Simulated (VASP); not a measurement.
# TaN (a cell with a defect) in VASP: notebook

TaN (a cell with a defect) is run at these levels: PBE; tasks: single point.

All numbers are computed with VASP 6.6.1; they aren't measurements. Logs are shortened: lines on timing, memory, paths and dates and some standing lists are left out, and cuts for length are marked.

**1. The cell of the first run**

The cell holds a defect, 2 atoms: a = 3.144 Å, b = 3.144 Å, c = 3.144 Å, α = 60.00°, β = 60.00°, γ = 60.00°.

**2. Single point, PBE**

Input file INCAR:

```
PREC     = Accurate       # precision mode
ENCUT    = 520            # plane-wave cutoff, eV
EDIFF    = 1E-6           # SCF threshold, eV
ISMEAR   = -1             # smearing method
SIGMA    = 0.0816         # smearing width, eV
LREAL    = F              # projectors in reciprocal space
LASPH    = T              # aspherical terms in the spheres
NELM     = 120            # most SCF steps
ALGO     = Normal         # electronic algorithm
ISIF     = 2              # what is computed and relaxed
LWAVE    = F              # write WAVECAR
LCHARG   = F              # write CHGCAR
GGA      = PE             # functional
NBANDS   = 15             # bands
GGA_COMPAT= F
```

Input file KPOINTS:

```
Automatic mesh
0
Gamma
  10 10 10
```

Input file POSCAR:

```
TaN
1.0
    0.0000000000      2.2230000000      2.2230000000
    2.2230000000      0.0000000000      2.2230000000
    2.2230000000      2.2230000000      0.0000000000
Ta N
1 1
Direct
    0.0000000000      0.0000000000      0.0000000000
    0.5000000000      0.5000000000      0.5000000000
```

Potentials or basis: VASP PAW PBE potentials, release 64 (Ta_pv, N).

Started as:

```bash
cat potpaw_PBE.64/Ta_pv/POTCAR potpaw_PBE.64/N/POTCAR > POTCAR
mpirun -np 1 vasp_std > vasp.out
```

OUTCAR:

```text
PREC = Accurate
   ENCUT = 520
   EDIFF = 1E-6
   ISMEAR = -1
   LREAL = F
   LASPH = T
   NELM = 120
   ISIF = 2
   GGA = PE

 ion  position               nearest neighbor table
   1  0.000  0.000  0.000-   2 2.22   2 2.22   2 2.22   2 2.22   2 2.22   2 2.22
   2  0.500  0.500  0.500-   1 2.22   1 2.22   1 2.22   1 2.22   1 2.22   1 2.22

  LATTYP: Found a face centered cubic cell.
 ALAT       =     4.4460000000

  Lattice vectors:

 A1 = (   0.0000000000,   2.2230000000,   2.2230000000)
 A2 = (   2.2230000000,   0.0000000000,   2.2230000000)
 A3 = (   2.2230000000,   2.2230000000,   0.0000000000)

Analysis of symmetry for initial positions (statically):
=====================================================================
 Subroutine PRICEL returns:
 Original cell was already a primitive cell.

 Routine SETGRP: Setting up the symmetry group for a
 face centered cubic supercell.

 Subroutine GETGRP returns: Found 48 space group operations
 (whereof 48 operations were pure point group operations)
 out of a pool of 48 trial point group operations.

The static configuration has the point symmetry O_h .

Analysis of symmetry for dynamics (positions and initial velocities):
=====================================================================
 Subroutine PRICEL returns:
 Original cell was already a primitive cell.

 Routine SETGRP: Setting up the symmetry group for a
 face centered cubic supercell.

 Subroutine GETGRP returns: Found 48 space group operations
 (whereof 48 operations were pure point group operations)
 out of a pool of 48 trial point group operations.

The dynamic configuration has the point symmetry O_h .

 Subroutine INISYM returns: Found 48 space group operations
 (whereof 48 operations are pure point group operations),
 and found     1 'primitive' translations

----------------------------------------------------------------------------------------

                                     Primitive cell

  volume of cell :      21.9709

  direct lattice vectors                    reciprocal lattice vectors
     0.000000000  2.223000000  2.223000000    -0.224921278  0.224921278  0.224921278
     2.223000000  0.000000000  2.223000000     0.224921278 -0.224921278  0.224921278
     2.223000000  2.223000000  0.000000000     0.224921278  0.224921278 -0.224921278

  length of vectors
     3.143796749  3.143796749  3.143796749     0.389575080  0.389575080  0.389575080

  position of ions in fractional coordinates (direct lattice)
     0.000000000  0.000000000  0.000000000
     0.500000000  0.500000000  0.500000000

  ion indices of the primitive-cell ions
   primitive index   ion index
                 1           1
                 2           2

----------------------------------------------------------------------------------------

 KPOINTS: Automatic mesh

Automatic generation of k-mesh.
 Grid dimensions read from file:
 generate k-points for:   10   10   10

 Generating k-lattice:

  Cartesian coordinates                     Fractional coordinates (reciprocal lattice)
    -0.022492128  0.022492128  0.022492128     0.100000000  0.000000000  0.000000000
     0.022492128 -0.022492128  0.022492128     0.000000000  0.100000000  0.000000000
     0.022492128  0.022492128 -0.022492128     0.000000000  0.000000000  0.100000000

  Length of vectors
     0.038957508  0.038957508  0.038957508

  Shift w.r.t. Gamma in fractional coordinates (k-lattice)
     0.000000000  0.000000000  0.000000000

 Subroutine IBZKPT returns following result:
 ===========================================

 Found     47 irreducible k-points:

 Following reciprocal coordinates:
            Coordinates               Weight
  0.000000  0.000000  0.000000      1.000000
  0.100000  0.000000  0.000000      8.000000
  0.200000  0.000000  0.000000      8.000000
  0.300000  0.000000  0.000000      8.000000
  0.400000  0.000000  0.000000      8.000000
  0.500000  0.000000  0.000000      4.000000
[... 16 lines left out ...]
  0.300000  0.300000  0.000000      6.000000
  0.400000  0.300000  0.000000     24.000000
 [... further k-points ...]
   k-points           NKPTS =     47   k-points in BZ     NKDIM =     47   number of bands    NBANDS=     15
   number of dos      NEDOS =    301   number of ions     NIONS =      2
   total plane-waves  NPLWV =  13824
   dimension x,y,z NGX =    24 NGY =   24 NGZ =   24
   dimension x,y,z NGXF=    48 NGYF=   48 NGZF=   48
   ions per type =               1   1
   NGX,Y,Z   is equivalent  to a cutoff of  12.69, 12.69, 12.69 a.u.
   NGXF,Y,Z  is equivalent  to a cutoff of  25.38, 25.38, 25.38 a.u.
 SYSTEM =  unknown system
   PREC   = accura    normal or accurate (medium, high low for compatibility)
   ISTART =      0    job   : 0-new  1-cont  2-samecut
   ICHARG =      2    charge: 1-file 2-atom 10-const
   ISPIN  =      1    spin polarized calculation?
   LNONCOLLINEAR =      F non collinear calculations
   LSORBIT =      F    spin-orbit coupling
   LASPH  =      T    aspherical Exc in radial PAW
   ENCUT  =  520.0 eV  38.22 Ry    6.18 a.u.   5.85  5.85  5.85*2*pi/ulx,y,z
   NELM   =    120;   NELMIN=  2; NELMDL= -5     # of ELM steps
   EDIFF  = 0.1E-05   stopping-criterion for ELM
   LREAL  =      F    real-space projection
   EDIFFG = 0.1E-04   stopping-criterion for IOM
   NSW    =      0    number of steps for IOM
   IBRION =     -1    ionic relax: 0-MD 1-quasi-New 2-CG
   NFREE  =      0    steps in history (QN), initial steepest desc. (CG)
   ISIF   =      2    stress and relaxation
   ISYM   =      2    0-nonsym 1-usesym 2-fastsym
   POTIM  = 0.5000    time-step for ionic-motion
   TEBEG  =    0.0;   TEEND  =   0.0 temperature during run
   PSTRESS=    0.0 pullay stress
   NELECT =      16.0000    total number of electrons
   NUPDOWN=      -1.0000    fix difference up-down
   EMIN   =  10.00;   EMAX   =-10.00  energy-range for DOS
   EFERMI =   0.00;   METHOD = LEGACY
   ISMEAR =    -1;   SIGMA  =   0.08  broadening in eV -4-tet -1-fermi 0-gaus
   EFERMI_NEDOS =   21; number of points for ismear=-14 and -15
   IALGO  =     38    algorithm
   IMIX   =      4    mixing-type and parameters
     AMIX     =   0.40;   BMIX     =  1.00
     AMIX_MAG =   1.60;   BMIX_MAG =  1.00
  volume/ion in A,a.u.               =      10.99        74.13
  Fermi-wavevector in a.u.,A,eV,Ry     =   1.472873  2.783327 29.515874  2.169356
  Thomas-Fermi vector in A             =   2.587835
   LORBIT       =      0    0 simple, 1 ext, 2 COOP (PROOUT), +10 PAW based schemes
   GGA     = PE    functional components
   LHFCALC =     F    Hartree Fock is set to
   AEXX    =    0.0000 exact exchange contribution
   IVDW    =     0    specifies the selected vdW correction
   LEPSILON=     F    determine dielectric tensor
   LRPA    =     F    only Hartree local field effects (RPA)
 non-spin polarized calculation
  energy-cutoff  :      520.00
  volume of cell :       21.97
 maximum number of plane-waves:       609
   NGX = 11   NGY = 11   NGZ = 11

 number of electron      16.0000003 magnetization

 Free energy of the ion-electron system (eV)
  ---------------------------------------------------
  ext. energy  EPLUGINS =         0.00000000
  ---------------------------------------------------
  free energy    TOTEN  =       -21.84079857 eV

  energy without entropy =      -21.82467384  energy(sigma->0) =      -21.83273621

 E-fermi :   9.2009     XC(G=0): -13.2575

 val. band max:        9.1157487863   @ k =  -0.2000   0.2000   0.0000
 cond. band min:       9.2302470126   @ k =   0.0000   0.0000   0.0000
 fundamental gap:      0.1144982262
 Fermi energy:         9.2008934839

 k-point     1 :       0.0000    0.0000    0.0000
  band No.  band energies     occupation
      1     -26.6705      2.00000
      2     -26.6705      2.00000
      3     -26.6705      2.00000
      4      -9.4114      2.00000
      5       5.4515      2.00000
      6       5.4515      2.00000
      7       5.4515      2.00000
      8       7.1574      2.00000
      9       7.1574      2.00000
     10       7.1574      2.00000
     11       9.2302      0.82205
     12       9.2302      0.82205
     13      10.4224      0.00000
     14      18.5688      0.00000
     15      21.4560      0.00000

 k-point     2 :       0.1000    0.0000    0.0000
  band No.  band energies     occupation
      1     -26.7471      2.00000
      2     -26.6777      2.00000
      3     -26.6777      2.00000
      4      -9.1866      2.00000
      5       4.3663      2.00000
      6       4.7372      2.00000
      7       4.7372      2.00000
      8       7.5010      2.00000
      9       7.5010      2.00000
     10       7.5613      2.00000
     11      10.1097      0.00003
     12      10.1097      0.00003
     13      11.1336      0.00000
     14      19.2677      0.00000
     15      21.4558      0.00000

 k-point     3 :       0.2000    0.0000    0.0000
  band No.  band energies     occupation
      1     -26.9423      2.00000
      2     -26.6965      2.00000
      3     -26.6965      2.00000
      4      -8.5730      2.00000
      5       2.5698      2.00000
      6       3.5902      2.00000
      7       3.5902      2.00000
      8       8.0781      2.00000
      9       8.2816      1.99997
     10       8.2816      1.99997
     11      11.9228      0.00000
     12      11.9228      0.00000
     13      12.5939      0.00000
     14      20.8486      0.00000
     15      21.4556      0.00000

 k-point     4 :       0.3000    0.0000    0.0000
  band No.  band energies     occupation
      1     -27.1737      2.00000
      2     -26.7195      2.00000
      3     -26.7195      2.00000
      4      -7.7353      2.00000
      5       0.8724      2.00000
      6       2.6422      2.00000
      7       2.6422      2.00000
      8       8.8668      1.96722
      9       9.3701      0.22342
     10       9.3701      0.22342
     11      13.7918      0.00000
     12      13.8959      0.00000
     13      13.8959      0.00000
     14      21.1000      0.00000
     15      21.4814      0.00000
[... 307 lines left out ...]
 k-point    22 :      -0.2000    0.2000    0.0000
  band No.  band energies     occupation
      1     -27.1321      2.00000
      2     -26.8629      2.00000
      3     -26.7117      2.00000
      4      -7.6632      2.00000
      5       0.7981      2.00000
      6       2.3832      2.00000
      7       3.0818      2.00000
      8       8.7737      1.98941
      9       9.1157      1.47903
     10      10.7599      0.00000
     11      11.2396      0.00000
     12      14.9295      0.00000
     13      15.3875      0.00000
     14      21.3458      0.00000
     15      21.5909      0.00000

 k-point    23 :       0.3000    0.3000    0.0000
  band No.  band energies     occupation
      1     -27.1160      2.00000
      2     -26.8356      2.00000
      3     -26.8356      2.00000
      4      -8.0528      2.00000
      5       1.2005      2.00000
      6       4.3915      2.00000
      7       4.3915      2.00000
      8       4.7985      2.00000
      9      10.4218      0.00000
     10      11.4781      0.00000
     11      11.4781      0.00000
     12      11.8592      0.00000
     13      17.1562      0.00000
     14      21.3943      0.00000
     15      21.7542      0.00000

 k-point    24 :       0.4000    0.3000    0.0000
  band No.  band energies     occupation
      1     -27.2057      2.00000
      2     -26.8846      2.00000
      3     -26.8620      2.00000
      4      -7.9101      2.00000
      5       1.3926      2.00000
      6       3.4470      2.00000
      7       4.0900      2.00000
      8       5.4411      2.00000
      9      11.2447      0.00000
     10      11.9528      0.00000
     11      12.0303      0.00000
     12      12.7841      0.00000
     13      17.2304      0.00000
     14      19.4919      0.00000
     15      21.4670      0.00000

 [... further k-points ...]
[... 5 lines left out ...]
  --------------------------------------------------------------------------------------
  -------------------------------------------------------------------------------------
  Total       -0.7557681     -0.7557681     -0.7557681      0.0000000     -0.0000000      0.0000000
  in kB      -55.1125847    -55.1125847    -55.1125847      0.0000000     -0.0000000      0.0000000
  external PRESSURE =     -55.1125847 kB  Pullay stress =       0.0000000 kB

 VOLUME and BASIS-vectors are now :
 -----------------------------------------------------------------------------
  energy-cutoff  :      520.00
  volume of cell :       21.97
      direct lattice vectors                 reciprocal lattice vectors
     0.000000000  2.223000000  2.223000000    -0.224921278  0.224921278  0.224921278
     2.223000000  0.000000000  2.223000000     0.224921278 -0.224921278  0.224921278
     2.223000000  2.223000000  0.000000000     0.224921278  0.224921278 -0.224921278

 POSITION                                       TOTAL-FORCE (eV/Angst)
 -----------------------------------------------------------------------------------
      0.00000      0.00000      0.00000         0.000000      0.000000      0.000000
      2.22300      2.22300      2.22300        -0.000000      0.000000     -0.000000
 -----------------------------------------------------------------------------------
    total drift:                                0.000000     -0.000000     -0.000000

  FREE ENERGIE OF THE ION-ELECTRON SYSTEM (eV)
  ---------------------------------------------------
  free  energy   TOTEN  =       -21.8407985747 eV

  energy  without entropy=      -21.8246738409  energy(sigma->0) =      -21.83273621
```

It took 18 s on 1 thread of Intel Xeon Platinum 8375C at 2.90GHz (Ice Lake), shared host; peak memory 0.14 GiB.

Results:

```
Free energy            : -21.8408 eV
Pressure               : -5.5 GPa
Band gap on the k mesh : zero (band 8 reaches 10.97 eV, above the bottom of band 9 at 7.16 eV)
```

Caveat: spin-orbit coupling is left out, which moves the levels of the heavy elements.

**3. Single point, PBE**

Input file INCAR:

```
SYSTEM = TaN
  PREC = Accurate
  ENCUT = 520
  EDIFF = 1E-6
  ISMEAR = -1
  SIGMA = 0.0816
  LREAL = .FALSE.
  LASPH = .TRUE.
  NELM = 120
  ALGO = Normal
  ISIF = 2
  LWAVE = .FALSE.
  LCHARG = .TRUE.
  GGA = PE
  LELF = .TRUE.
  LVHAR = .TRUE.
  NBANDS = 15
  GGA_COMPAT = .FALSE.
```

Input file KPOINTS:

```
regular mesh
0
G
  10 10 10
  0 0 0
```

POSCAR is that of step 2.

Potentials or basis: VASP PAW PBE potentials, release 64 (Ta_pv, N).

Started as:

```bash
cat potpaw_PBE.64/Ta_pv/POTCAR potpaw_PBE.64/N/POTCAR > POTCAR
mpirun -np 1 vasp_std > vasp.out
```

It took 21 s on 1 thread of Intel Xeon Platinum 8375C at 2.90GHz (Ice Lake), shared host; peak memory 0.14 GiB.

It converged, with:

| Property | Result |
| --- | --- |
| Free energy | -21.8408 eV |
| Pressure | -5.5 GPa |
| Band gap on the k mesh | zero (band 8 reaches 10.97 eV, above the bottom of band 9 at 7.16 eV) |

Levels at points of the mesh, in eV from the Fermi level:
```tsv
k point	band 5	band 6	band 7	band 8	band 9	band 10	band 11	band 12
(0.00, 0.00, 0.00)	-3.75	-3.75	-3.75	-2.04	-2.04	-2.04	0.03	0.03
(0.50, 0.00, 0.00)	-10.13	-7.36	-7.36	1.77	1.77	1.87	3.70	7.17
(0.50, 0.50, 0.00)	-6.59	-5.27	-4.58	-4.58	1.98	3.33	3.33	4.17
```

Caveat: spin-orbit coupling is left out, which moves the levels of the heavy elements.
